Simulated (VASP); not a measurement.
# SmO5 (P6mm) in VASP: single point with PBE

Aim: the single point of SmO5 with PBE.

All numbers are computed with VASP 6.6.1; they aren't measurements. Logs are shortened: lines on timing, memory, paths and dates and some standing lists are left out, and cuts for length are marked.

### Step 1. The cell of the first run

Symmetry: P6mm, No. 183, hexagonal system. Conventional cell: a = 4.231 Å, b = 4.231 Å, c = 5.260 Å, α = 90.00°, β = 90.00°, γ = 120.00°. Within 3.4 Å of Sm (site symmetry 6mm) lie 14 O at 2.58 to 3.13 Å. Within 3.4 Å of O (site symmetry 6mm) lie 12 O at 2.55 to 2.85 Å and 2 Sm at 2.58 to 2.68 Å. O (site symmetry 3m) has 7 O at 2.20 to 2.55 Å within 2.9 Å. O (site symmetry 3m) has 7 O at 2.20 to 2.85 Å and 3 Sm at 2.68 Å within 2.9 Å.

The cell was generated, and may not be a known phase.

### Step 2. Single point, PBE

File INCAR:

```
SYSTEM = SmO5
PREC = Accurate ; ENCUT = 600
EDIFF = 1E-6 ; ISMEAR = 0
SIGMA = 0.1 ; LREAL = .FALSE.
LASPH = .TRUE. ; NELM = 200
ALGO = Normal ; ISIF = 2
LWAVE = .FALSE. ; LCHARG = .FALSE.
GGA = PE ; NBANDS = 30
GGA_COMPAT = .FALSE. ; LMAXMIX = 6
```

File KPOINTS:

```
regular mesh
0
G
  6 6 4
  0 0 0
```

File POSCAR:

```
SmO5
1.0
    4.2307236400      0.0000000000      0.0000000000
   -2.1153618200      3.6639141500      0.0000000000
    0.0000000000      0.0000000000      5.2604072600
Sm O
1 5
Direct
    0.0000000000      0.0000000000      0.8250064200
    0.0000000000      0.0000000000      0.3162524900
    0.3333333300      0.6666666700      0.4527436100
    0.6666666700      0.3333333300      0.4527436100
    0.3333333300      0.6666666700      0.0354293400
    0.6666666700      0.3333333300      0.0354293400
```

Potentials or basis: VASP PAW PBE potentials, release 64 (Sm_3, O), 4f in core.

The run is started by

```sh
$ cat potpaw_PBE.64/Sm_3/POTCAR potpaw_PBE.64/O/POTCAR > POTCAR
$ mpirun -np 1 vasp_std > vasp.out
```

OUTCAR:

```text
SYSTEM = SmO5
   PREC = Accurate
   ENCUT = 600
   EDIFF = 1E-6
   ISMEAR = 0
   LREAL = .FALSE.
   LASPH = .TRUE.
   NELM = 200
   ISIF = 2
   GGA = PE

 ion  position               nearest neighbor table
   1  0.000  0.000  0.825-   2 2.58   2 2.68   6 2.68   5 2.68   6 2.68   5 2.68   6 2.68   5 2.68

   2  0.000  0.000  0.316-   1 2.58   1 2.68
   3  0.333  0.667  0.453-
   4  0.667  0.333  0.453-
   5  0.333  0.667  0.035-   1 2.68   1 2.68   1 2.68
   6  0.667  0.333  0.035-   1 2.68   1 2.68   1 2.68

  LATTYP: Found a hexagonal cell.
 ALAT       =     4.2307236400
 C/A-ratio  =     1.2433823874

  Lattice vectors:

 A1 = (   4.2307236400,   0.0000000000,   0.0000000000)
 A2 = (  -2.1153618200,   3.6639141500,   0.0000000000)
 A3 = (   0.0000000000,   0.0000000000,   5.2604072600)

Analysis of symmetry for initial positions (statically):
=====================================================================
 Subroutine PRICEL returns:
 Original cell was already a primitive cell.

 Routine SETGRP: Setting up the symmetry group for a
 hexagonal supercell.

 Subroutine GETGRP returns: Found 12 space group operations
 (whereof 12 operations were pure point group operations)
 out of a pool of 24 trial point group operations.

The static configuration has the point symmetry C_6v.

Analysis of symmetry for dynamics (positions and initial velocities):
=====================================================================
 Subroutine PRICEL returns:
 Original cell was already a primitive cell.

 Routine SETGRP: Setting up the symmetry group for a
 hexagonal supercell.

 Subroutine GETGRP returns: Found 12 space group operations
 (whereof 12 operations were pure point group operations)
 out of a pool of 24 trial point group operations.

The dynamic configuration has the point symmetry C_6v.

 Subroutine INISYM returns: Found 12 space group operations
 (whereof 12 operations are pure point group operations),
 and found     1 'primitive' translations

----------------------------------------------------------------------------------------

                                     Primitive cell

  volume of cell :      81.5416

  direct lattice vectors                    reciprocal lattice vectors
     4.230723640  0.000000000  0.000000000     0.236366183  0.136466080  0.000000000
[... 91 lines left out ...]
   LREAL  =      F    real-space projection
   EDIFFG = 0.1E-04   stopping-criterion for IOM
   NSW    =      0    number of steps for IOM
   IBRION =     -1    ionic relax: 0-MD 1-quasi-New 2-CG
   NFREE  =      0    steps in history (QN), initial steepest desc. (CG)
   ISIF   =      2    stress and relaxation
   ISYM   =      2    0-nonsym 1-usesym 2-fastsym
   POTIM  = 0.5000    time-step for ionic-motion
   TEBEG  =    0.0;   TEEND  =   0.0 temperature during run
   PSTRESS=    0.0 pullay stress
   NELECT =      41.0000    total number of electrons
   NUPDOWN=      -1.0000    fix difference up-down
   EMIN   =  10.00;   EMAX   =-10.00  energy-range for DOS
   EFERMI =   0.00;   METHOD = LEGACY
   ISMEAR =     0;   SIGMA  =   0.10  broadening in eV -4-tet -1-fermi 0-gaus
   EFERMI_NEDOS =   21; number of points for ismear=-14 and -15
   IALGO  =     38    algorithm
   IMIX   =      4    mixing-type and parameters
     AMIX     =   0.40;   BMIX     =  1.00
     AMIX_MAG =   1.60;   BMIX_MAG =  1.00
  volume/ion in A,a.u.               =      13.59        91.71
  Fermi-wavevector in a.u.,A,eV,Ry     =   1.301796  2.460038 23.057432  1.694673
  Thomas-Fermi vector in A             =   2.432906
   LORBIT       =      0    0 simple, 1 ext, 2 COOP (PROOUT), +10 PAW based schemes
   GGA     = PE    functional components
   LHFCALC =     F    Hartree Fock is set to
   AEXX    =    0.0000 exact exchange contribution
   IVDW    =     0    specifies the selected vdW correction
   LEPSILON=     F    determine dielectric tensor
   LRPA    =     F    only Hartree local field effects (RPA)
 non-spin polarized calculation
 Gauss-broadening in eV      SIGMA  =   0.10
  energy-cutoff  :      600.00
  volume of cell :       81.54
 maximum number of plane-waves:      2763
 NGX is ok and might be reduce to    36
   NGX = 17   NGY = 17   NGZ = 21

 number of electron      41.0000014 magnetization

 Free energy of the ion-electron system (eV)
  ---------------------------------------------------
  ext. energy  EPLUGINS =         0.00000000
  ---------------------------------------------------
  free energy    TOTEN  =       -27.57477257 eV

  energy without entropy =      -27.50647709  energy(sigma->0) =      -27.54062483

 E-fermi :   0.3779     XC(G=0): -10.2541

 val. band max:        0.3710060231   @ k =   0.3333   0.0000   0.0000
 cond. band min:       0.3954252798   @ k =   0.3333   0.0000   0.5000
 fundamental gap:      0.0244192568
 Fermi energy:         0.3778770920

 k-point     1 :       0.0000    0.0000    0.0000
  band No.  band energies     occupation
      1     -39.7654      2.00000
      2     -19.0717      2.00000
      3     -18.9957      2.00000
      4     -18.9957      2.00000
      5     -17.4241      2.00000
      6     -15.9693      2.00000
[... 682 lines left out ...]
     29       7.2286      0.00000
     30      10.3161      0.00000

------------------------ aborting loop because EDIFF is reached ----------------------------------------

  FORCE on cell =-STRESS in cart. coord.  units (eV):
  Direction    XX          YY          ZZ          XY          YZ          ZX
  --------------------------------------------------------------------------------------
  -------------------------------------------------------------------------------------
  Total       -7.2684253     -7.2684253    -15.2683100      0.0000000      0.0000000      0.0000000
  in kB     -142.8142674   -142.8142675   -300.0006779      0.0000000      0.0000000      0.0000000
  external PRESSURE =    -195.2097376 kB  Pullay stress =       0.0000000 kB

 VOLUME and BASIS-vectors are now :
 -----------------------------------------------------------------------------
  energy-cutoff  :      600.00
  volume of cell :       81.54
      direct lattice vectors                 reciprocal lattice vectors
     4.230723640  0.000000000  0.000000000     0.236366183  0.136466080  0.000000000
    -2.115361820  3.663914150  0.000000000     0.000000000  0.272932159  0.000000000
     0.000000000  0.000000000  5.260407260     0.000000000  0.000000000  0.190099350

 POSITION                                       TOTAL-FORCE (eV/Angst)
 -----------------------------------------------------------------------------------
      0.00000      0.00000      4.33987         0.000000      0.000000      1.026503
      0.00000      0.00000      1.66362         0.000000     -0.000000      1.024635
     -0.00000      2.44261      2.38162         0.000000     -0.000000     -0.052410
      2.11536      1.22130      2.38162        -0.000000      0.000000     -0.052410
     -0.00000      2.44261      0.18637         0.000000      0.000000     -0.973159
      2.11536      1.22130      0.18637        -0.000000     -0.000000     -0.973159
 -----------------------------------------------------------------------------------
    total drift:                               -0.000000     -0.000000      0.000045

  FREE ENERGIE OF THE ION-ELECTRON SYSTEM (eV)
  ---------------------------------------------------
  free  energy   TOTEN  =       -27.5747725726 eV

  energy  without entropy=      -27.5064770909  energy(sigma->0) =      -27.54062483
```

OSZICAR:

```text
N       E                     dE             d eps       ncg     rms          rms(c)
DAV:   1     0.309098281205E+03    0.30910E+03   -0.23181E+04  1260   0.145E+03
DAV:   2    -0.103002204672E+02   -0.31940E+03   -0.30874E+03  1602   0.340E+02
DAV:   3    -0.296878927895E+02   -0.19388E+02   -0.18990E+02  1414   0.846E+01
DAV:   4    -0.299189922814E+02   -0.23110E+00   -0.23062E+00  1290   0.101E+01
[... 11 lines left out ...]
DAV:  16    -0.275747675899E+02    0.76108E-04   -0.47969E-04  1392   0.702E-02    0.225E-02
DAV:  17    -0.275747772165E+02   -0.96267E-05   -0.37019E-05  1266   0.241E-02    0.304E-02
DAV:  18    -0.275747746678E+02    0.25487E-05   -0.81980E-05  1086   0.223E-02    0.209E-02
DAV:  19    -0.275747730085E+02    0.16593E-05   -0.50657E-06   630   0.732E-03    0.969E-03
DAV:  20    -0.275747725726E+02    0.43586E-06   -0.17058E-06   630   0.425E-03
   1 F= -.27574773E+02 E0= -.27540625E+02  d E =-.682955E-01
```

stdout:

```text
POSCAR found type information on POSCAR SmO
 POSCAR found :  2 types and       6 ions
 scaLAPACK will be used
 LDA part: xc-table for (Slater+PW92), standard interpolation
 POSCAR, INCAR and KPOINTS ok, starting setup
 FFT: planning ... GRIDC
 FFT: planning ... GRID_SOFT
 FFT: planning ... GRID
 WAVECAR not read
 entering main loop
```

It took 2.3 min on 1 thread of Intel Xeon Platinum 8259CL at 2.50GHz (Skylake/Cascade Lake), shared host; peak memory 0.24 GiB.

What came out:

| Quantity | Value |
| --- | --- |
| Free energy | -27.5748 eV |
| Pressure | -19.5 GPa |
| Largest force | 1.027 eV/Å |
| Band gap on the k mesh | zero (an odd number of electrons rules out a gap without spin polarisation) |

Forces on the atoms (eV/Å):
```
Sm   0.000  0.000  1.027
O    0.000  0.000  1.025
O    0.000  0.000 -0.052
O    0.000  0.000 -0.052
O    0.000  0.000 -0.973
O    0.000  0.000 -0.973
```

Levels at points of the mesh, in eV from the Fermi level:
| k point | band 16 | band 17 | band 18 | band 19 | band 20 | band 21 | band 22 | band 23 | band 24 | band 25 |
| --- | --- | --- | --- | --- | --- | --- | --- | --- | --- | --- |
| (0.00, 0.00, 0.00) | -1.99 | -1.99 | -1.10 | -0.36 | -0.36 | 0.03 | 0.76 | 0.76 | 0.89 | 5.26 |
| (0.50, 0.00, 0.00) | -1.42 | -0.51 | -0.41 | -0.26 | -0.06 | 0.07 | 0.37 | 0.38 | 0.58 | 5.02 |
| (0.00, 0.00, 0.50) | -2.21 | -1.86 | -1.59 | -1.58 | -0.11 | -0.11 | 0.17 | 0.77 | 0.77 | 5.49 |
| (0.50, 0.00, 0.50) | -1.50 | -1.19 | -0.74 | -0.50 | -0.33 | -0.08 | -0.01 | 0.13 | 0.17 | 5.44 |

Caveat: the stress differs along the axes, from -30 to -14 GPa; spin-orbit coupling is left out, which moves the levels of the heavy elements; the 4f electrons are frozen in the core, so they carry no moment and show no levels; an odd number of electrons without spin polarisation forces a metal; a magnetic or distorted state may lie lower; the run has no spin polarisation, though such a crystal can be magnetic. Spin polarisation is off, so any magnetic state and its effect on volume and gap are missing.

The gap in the log of VASP goes by the Fermi energy; the results here count the filled bands.